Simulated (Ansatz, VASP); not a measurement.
**AlRu: VASP beside Ansatz**

```
Al Ru
1.0
     2.99160    0.00000    0.00000
     0.00000    2.99160    0.00000
     0.00000    0.00000    2.99160
Al Ru
1 1
Direct
  0.00000 0.00000 0.79944
  0.50000 0.50000 0.50000
```

Alike in both runs: task single point; functional PBE; k mesh 16 × 16 × 16; occupations gaussian, width 0.15 eV; no spin polarisation.

|  | VASP | Ansatz |
| --- | --- | --- |
| version | VASP 6.6.1 | Ansatz 0.2.0 |
| potentials or method | VASP PAW PBE potentials, release 64 (Al, Ru_pv), cutoff 520 eV | scalar-relativistic, plane waves, PAW |
| valence electrons in the cell | 17 | 19 |

Ansatz gave:

| Item | Value |
| --- | --- |
| gap on the k mesh at the Fermi level (eV) | none |
| pressure (GPa) | 26.9 |
| traceless stress, the component that is largest in VASP (GPa) | -19.66 |
| rms of the force components (eV/Å) | 2.392 |

Q: What did VASP give for the same quantities?

A: gap on the k mesh at the Fermi level (eV): none; pressure (GPa): 27.0; traceless stress, the component that is largest in VASP (GPa): -19.86; rms of the force components (eV/Å): 2.399.

Atom by atom the forces differ by 0.008 eV/Å (rms over components). A gap of «none» marks a metal or a gap that the smearing closes. The functional is the same, so the differences come from potentials, cutoffs and numerics. VASP's potentials hold 17 valence electrons a cell and Ansatz's 19, so a difference there can come from the potentials and not from the codes.
